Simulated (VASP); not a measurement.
# Ge (Im-3m) in VASP: further runs

The runs below take Ge through single point, relaxation of cell and atoms, with LDA.

All numbers are computed with VASP 6.6.1; they aren't measurements. Logs are shortened: lines on timing, memory, paths and dates and some standing lists are left out, and cuts for length are marked.

## 1. The cell of the first run

The structure is cubic, space group Im-3m (No. 229). Conventional cell: a = 3.174 Å, b = 3.174 Å, c = 3.174 Å, α = 90.00°, β = 90.00°, γ = 90.00°. Ge (site symmetry m-3m) has 14 Ge at 2.75 to 3.17 Å within 3.6 Å.

This isn't the form of Ge at room conditions, which is diamond.

## 2. Single point, LDA

INCAR

```
SYSTEM = Ge
ALGO = Normal
EDIFF = 1E-7
ENCUT = 520
GGA = CA
ISIF = 2
ISMEAR = -1
LASPH = .True.
LCHARG = .False.
LREAL = .False.
LWAVE = .False.
NBANDS = 13
NELM = 100
PREC = Accurate
SIGMA = 0.08
```

KPOINTS

```
k-points
0
Gamma
  17 17 17
  0 0 0
```

POSCAR

```
Ge
1.0
   -1.5872485726      1.5872485726      1.5872485726
    1.5872485726     -1.5872485726      1.5872485726
    1.5872485726      1.5872485726     -1.5872485726
Ge
1
Direct
    0.0000000000      0.0000000000      0.0000000000
```

Potentials or basis: VASP PAW LDA potentials, release 64 (Ge_d).

Launch:

```bash
> cat potpaw_LDA.64/Ge_d/POTCAR > POTCAR
> mpirun -np 1 vasp_std > vasp.out
```

OUTCAR:

```text
SYSTEM = Ge
   EDIFF = 1E-7
   ENCUT = 520
   GGA = CA
   ISIF = 2
   ISMEAR = -1
   LASPH = .True.
   LREAL = .False.
   NELM = 100
   PREC = Accurate

 ion  position               nearest neighbor table
   1  0.000  0.000  0.000-

  LATTYP: Found a body centered cubic cell.
 ALAT       =     3.1744971452

  Lattice vectors:

 A1 = (  -1.5872485726,   1.5872485726,   1.5872485726)
 A2 = (   1.5872485726,  -1.5872485726,   1.5872485726)
 A3 = (   1.5872485726,   1.5872485726,  -1.5872485726)

Analysis of symmetry for initial positions (statically):
=====================================================================
 Subroutine PRICEL returns:
 Original cell was already a primitive cell.

 Routine SETGRP: Setting up the symmetry group for a
 body centered cubic supercell.

 Subroutine GETGRP returns: Found 48 space group operations
 (whereof 48 operations were pure point group operations)
 out of a pool of 48 trial point group operations.

The static configuration has the point symmetry O_h .

Analysis of symmetry for dynamics (positions and initial velocities):
=====================================================================
 Subroutine PRICEL returns:
 Original cell was already a primitive cell.

 Routine SETGRP: Setting up the symmetry group for a
 body centered cubic supercell.

 Subroutine GETGRP returns: Found 48 space group operations
 (whereof 48 operations were pure point group operations)
 out of a pool of 48 trial point group operations.

The dynamic configuration has the point symmetry O_h .

 Subroutine INISYM returns: Found 48 space group operations
 (whereof 48 operations are pure point group operations),
 and found     1 'primitive' translations

----------------------------------------------------------------------------------------

                                     Primitive cell

  volume of cell :      15.9954

  direct lattice vectors                    reciprocal lattice vectors
    -1.587248573  1.587248573  1.587248573     0.000000000  0.315010521  0.315010521
     1.587248573 -1.587248573  1.587248573     0.315010521  0.000000000  0.315010521
     1.587248573  1.587248573 -1.587248573     0.315010521  0.315010521  0.000000000

  length of vectors
     2.749195172  2.749195172  2.749195172     0.445492151  0.445492151  0.445492151

  position of ions in fractional coordinates (direct lattice)
     0.000000000  0.000000000  0.000000000

  ion indices of the primitive-cell ions
   primitive index   ion index
                 1           1

----------------------------------------------------------------------------------------

 KPOINTS: k-points

Automatic generation of k-mesh.
 Grid dimensions read from file:
 generate k-points for:   17   17   17

 Generating k-lattice:

  Cartesian coordinates                     Fractional coordinates (reciprocal lattice)
     0.000000000  0.018530031  0.018530031     0.058823529  0.000000000  0.000000000
     0.018530031  0.000000000  0.018530031     0.000000000  0.058823529  0.000000000
     0.018530031  0.018530031  0.000000000     0.000000000  0.000000000  0.058823529

  Length of vectors
     0.026205421  0.026205421  0.026205421

  Shift w.r.t. Gamma in fractional coordinates (k-lattice)
     0.000000000  0.000000000  0.000000000

 Subroutine IBZKPT returns following result:
 ===========================================

 Found    165 irreducible k-points:

 Following reciprocal coordinates:
            Coordinates               Weight
  0.000000  0.000000  0.000000      1.000000
  0.058824  0.000000  0.000000     12.000000
  0.117647  0.000000  0.000000     12.000000
  0.176471  0.000000  0.000000     12.000000
  0.235294  0.000000  0.000000     12.000000
  0.294118  0.000000  0.000000     12.000000
[... 16 lines left out ...]
  0.411765  0.117647  0.000000     48.000000
  0.176471  0.176471  0.000000     24.000000
 [... further k-points ...]
   k-points           NKPTS =    165   k-points in BZ     NKDIM =    165   number of bands    NBANDS=     13
   number of dos      NEDOS =    301   number of ions     NIONS =      1
   total plane-waves  NPLWV =   8000
   dimension x,y,z NGX =    20 NGY =   20 NGZ =   20
   dimension x,y,z NGXF=    40 NGYF=   40 NGZF=   40
   ions per type =               1
   NGX,Y,Z   is equivalent  to a cutoff of  12.09, 12.09, 12.09 a.u.
   NGXF,Y,Z  is equivalent  to a cutoff of  24.19, 24.19, 24.19 a.u.
 SYSTEM =  Ge
   PREC   = accura    normal or accurate (medium, high low for compatibility)
   ISTART =      0    job   : 0-new  1-cont  2-samecut
   ICHARG =      2    charge: 1-file 2-atom 10-const
   ISPIN  =      1    spin polarized calculation?
   LNONCOLLINEAR =      F non collinear calculations
   LSORBIT =      F    spin-orbit coupling
   LASPH  =      T    aspherical Exc in radial PAW
   ENCUT  =  520.0 eV  38.22 Ry    6.18 a.u.   5.11  5.11  5.11*2*pi/ulx,y,z
   NELM   =    100;   NELMIN=  2; NELMDL= -5     # of ELM steps
   EDIFF  = 0.1E-06   stopping-criterion for ELM
   LREAL  =      F    real-space projection
   EDIFFG = 0.1E-05   stopping-criterion for IOM
   NSW    =      0    number of steps for IOM
   IBRION =     -1    ionic relax: 0-MD 1-quasi-New 2-CG
   NFREE  =      0    steps in history (QN), initial steepest desc. (CG)
   ISIF   =      2    stress and relaxation
   ISYM   =      2    0-nonsym 1-usesym 2-fastsym
   POTIM  = 0.5000    time-step for ionic-motion
   TEBEG  =    0.0;   TEEND  =   0.0 temperature during run
   PSTRESS=    0.0 pullay stress
   NELECT =      14.0000    total number of electrons
   NUPDOWN=      -1.0000    fix difference up-down
   EMIN   =  10.00;   EMAX   =-10.00  energy-range for DOS
   EFERMI =   0.00;   METHOD = LEGACY
   ISMEAR =    -1;   SIGMA  =   0.08  broadening in eV -4-tet -1-fermi 0-gaus
   EFERMI_NEDOS =   21; number of points for ismear=-14 and -15
   IALGO  =     38    algorithm
   IMIX   =      4    mixing-type and parameters
     AMIX     =   0.40;   BMIX     =  1.00
     AMIX_MAG =   1.60;   BMIX_MAG =  1.00
  volume/ion in A,a.u.               =      16.00       107.94
  Fermi-wavevector in a.u.,A,eV,Ry     =   1.565979  2.959271 33.365429  2.452290
  Thomas-Fermi vector in A             =   2.668375
   LORBIT       =      0    0 simple, 1 ext, 2 COOP (PROOUT), +10 PAW based schemes
   GGA     = CA    functional components
   LHFCALC =     F    Hartree Fock is set to
   AEXX    =    0.0000 exact exchange contribution
   IVDW    =     0    specifies the selected vdW correction
   LEPSILON=     F    determine dielectric tensor
   LRPA    =     F    only Hartree local field effects (RPA)
 non-spin polarized calculation
  energy-cutoff  :      520.00
  volume of cell :       16.00
 maximum number of plane-waves:       444
   NGX = 11   NGY = 11   NGZ = 11

 number of electron      13.9999978 magnetization

 Free energy of the ion-electron system (eV)
  ---------------------------------------------------
  ext. energy  EPLUGINS =         0.00000000
  ---------------------------------------------------
  free energy    TOTEN  =        -4.83161647 eV

  energy without entropy =       -4.82629469  energy(sigma->0) =       -4.82895558

 E-fermi :   8.3955     XC(G=0): -12.4434

 val. band max:        8.2665923886   @ k =  -0.4118   0.4118   0.4118
 cond. band min:       8.4832045765   @ k =  -0.4706   0.4706   0.3529
 fundamental gap:      0.2166121880
 Fermi energy:         8.3954787057

 k-point     1 :       0.0000    0.0000    0.0000
  band No.  band energies     occupation
      1     -16.5076      2.00000
      2     -16.5076      2.00000
      3     -16.5076      2.00000
      4     -16.3691      2.00000
      5     -16.3691      2.00000
      6      -6.2268      2.00000
      7      19.2742      0.00000
      8      19.2742      0.00000
      9      19.2742      0.00000
     10      24.7847      0.00000
     11      24.7847      0.00000
     12      24.7847      0.00000
     13      26.4277      0.00000

 k-point     2 :       0.0588    0.0000    0.0000
  band No.  band energies     occupation
      1     -16.5094      2.00000
      2     -16.5056      2.00000
      3     -16.5003      2.00000
      4     -16.3710      2.00000
      5     -16.3692      2.00000
      6      -6.1231      2.00000
      7      18.3838      0.00000
      8      18.8043      0.00000
      9      19.1417      0.00000
     10      23.8902      0.00000
     11      23.9572      0.00000
     12      25.4393      0.00000
     13      25.7214      0.00000

 k-point     3 :       0.1176    0.0000    0.0000
  band No.  band energies     occupation
      1     -16.5144      2.00000
      2     -16.5003      2.00000
      3     -16.4792      2.00000
      4     -16.3761      2.00000
      5     -16.3695      2.00000
      6      -5.8113      2.00000
      7      16.2947      0.00000
      8      17.7943      0.00000
      9      18.7617      0.00000
     10      22.6621      0.00000
     11      22.6785      0.00000
     12      25.2617      0.00000
     13      26.3754      0.00000

 k-point     4 :       0.1765    0.0000    0.0000
  band No.  band energies     occupation
      1     -16.5221      2.00000
      2     -16.4940      2.00000
      3     -16.4470      2.00000
      4     -16.3825      2.00000
      5     -16.3700      2.00000
      6      -5.2908      2.00000
      7      13.7944      0.00000
      8      16.6941      0.00000
      9      18.2055      0.00000
     10      21.5687      0.00000
     11      21.6347      0.00000
     12      25.2788      0.00000
     13      26.9908      0.00000

 k-point     5 :       0.2353    0.0000    0.0000
  band No.  band energies     occupation
      1     -16.5313      2.00000
      2     -16.4904      2.00000
      3     -16.4079      2.00000
      4     -16.3872      2.00000
      5     -16.3706      2.00000
      6      -4.5611      2.00000
      7      11.2473      0.00000
      8      15.6834      0.00000
      9      17.5855      0.00000
     10      20.6512      0.00000
     11      20.7942      0.00000
     12      25.7039      0.00000
     13      27.7066      0.00000

 k-point     6 :       0.2941    0.0000    0.0000
  band No.  band energies     occupation
      1     -16.5409      2.00000
      2     -16.4920      2.00000
      3     -16.3876      2.00000
      4     -16.3711      2.00000
      5     -16.3671      2.00000
      6      -3.6231      2.00000
      7       8.7902      0.01430
      8      14.8320      0.00000
      9      17.0030      0.00000
     10      19.9171      0.00000
     11      20.1332      0.00000
     12      26.4516      0.00000
     13      28.5432      0.00000

 k-point     7 :       0.3529    0.0000    0.0000
  band No.  band energies     occupation
      1     -16.5495      2.00000
      2     -16.4980      2.00000
      3     -16.3842      2.00000
      4     -16.3715      2.00000
      5     -16.3302      2.00000
      6      -2.4811      2.00000
      7       6.4826      2.00000
      8      14.1729      0.00000
      9      16.5247      0.00000
     10      19.3673      0.00000
     11      19.6428      0.00000
     12      27.4491      0.00000
     13      29.5163      0.00000
[... 193 lines left out ...]
 k-point    20 :       0.2353    0.1176    0.0000
  band No.  band energies     occupation
      1     -16.5319      2.00000
      2     -16.4897      2.00000
      3     -16.3918      2.00000
      4     -16.3761      2.00000
      5     -16.3611      2.00000
      6      -3.3114      2.00000
      7       8.9947      0.00112
      8      12.5667      0.00000
      9      15.7663      0.00000
     10      20.9075      0.00000
     11      22.8217      0.00000
     12      25.3601      0.00000
     13      30.5680      0.00000

 k-point    21 :       0.2941    0.1176    0.0000
  band No.  band energies     occupation
      1     -16.5393      2.00000
      2     -16.4905      2.00000
      3     -16.3881      2.00000
      4     -16.3756      2.00000
      5     -16.3336      2.00000
      6      -2.1720      2.00000
      7       6.7443      2.00000
      8      11.8887      0.00000
      9      15.2359      0.00000
     10      20.4228      0.00000
     11      22.8260      0.00000
     12      25.8634      0.00000
     13      31.8084      0.00000

 k-point    22 :       0.3529    0.1176    0.0000
  band No.  band energies     occupation
      1     -16.5448      2.00000
      2     -16.4940      2.00000
      3     -16.3827      2.00000
      4     -16.3764      2.00000
      5     -16.3118      2.00000
      6      -0.8483      2.00000
      7       4.6579      2.00000
      8      11.4425      0.00000
      9      14.8708      0.00000
     10      20.0904      0.00000
     11      22.7099      0.00000
     12      26.8280      0.00000
     13      31.2678      0.00000

 k-point    23 :       0.4118    0.1176    0.0000
  band No.  band energies     occupation
      1     -16.5478      2.00000
      2     -16.4966      2.00000
      3     -16.3789      2.00000
      4     -16.3772      2.00000
      5     -16.3000      2.00000
      6       0.5462      2.00000
      7       2.8772      2.00000
      8      11.2201      0.00000
      9      14.6852      0.00000
     10      19.9224      0.00000
     11      22.6203      0.00000
     12      28.0350      0.00000
     13      29.8275      0.00000

 k-point    24 :       0.1765    0.1765    0.0000
  band No.  band energies     occupation
      1     -16.5262      2.00000
      2     -16.4886      2.00000
      3     -16.3933      2.00000
      4     -16.3809      2.00000
      5     -16.3639      2.00000
      6      -3.4155      2.00000
      7       9.9325      0.00000
      8      11.5654      0.00000
      9      15.6926      0.00000
     10      21.7400      0.00000
     11      22.5934      0.00000
     12      26.5794      0.00000
     13      28.6779      0.00000

 [... further k-points ...]
[... 5 lines left out ...]
  --------------------------------------------------------------------------------------
  -------------------------------------------------------------------------------------
  Total        1.1108629      1.1108629      1.1108629      0.0000000      0.0000000     -0.0000000
  in kB      111.2695176    111.2695176    111.2695176      0.0000000      0.0000000     -0.0000000
  external PRESSURE =     111.2695176 kB  Pullay stress =       0.0000000 kB

 VOLUME and BASIS-vectors are now :
 -----------------------------------------------------------------------------
  energy-cutoff  :      520.00
  volume of cell :       16.00
      direct lattice vectors                 reciprocal lattice vectors
    -1.587248573  1.587248573  1.587248573     0.000000000  0.315010521  0.315010521
     1.587248573 -1.587248573  1.587248573     0.315010521  0.000000000  0.315010521
     1.587248573  1.587248573 -1.587248573     0.315010521  0.315010521  0.000000000

 POSITION                                       TOTAL-FORCE (eV/Angst)
 -----------------------------------------------------------------------------------
      0.00000      0.00000      0.00000        -0.000000     -0.000000      0.000000
 -----------------------------------------------------------------------------------
    total drift:                                0.000000     -0.000000      0.000000

  FREE ENERGIE OF THE ION-ELECTRON SYSTEM (eV)
  ---------------------------------------------------
  free  energy   TOTEN  =        -4.8316164655 eV

  energy  without entropy=       -4.8262946852  energy(sigma->0) =       -4.82895558
```

It took 20 s on 1 thread of Intel Xeon 8259CL, shared host; peak memory 0.14 GiB.

What came out:

- Free energy: -4.8316 eV
- Pressure: 11.1 GPa
- Band gap on the k mesh: zero (bands 7 and 8 overlap by 14.48 eV)

Levels at points of the mesh, in eV from the Fermi level:
| k point | band 5 | band 6 | band 7 | band 8 | band 9 | band 10 |
| --- | --- | --- | --- | --- | --- | --- |
| (0.00, 0.00, 0.00) | -24.76 | -14.62 | 10.88 | 10.88 | 10.88 | 16.39 |

Caveat: the cell stands under pressure.

(Continued in part 2 of 3.)

The gap in the log of VASP goes by the Fermi energy; the results here count the filled bands.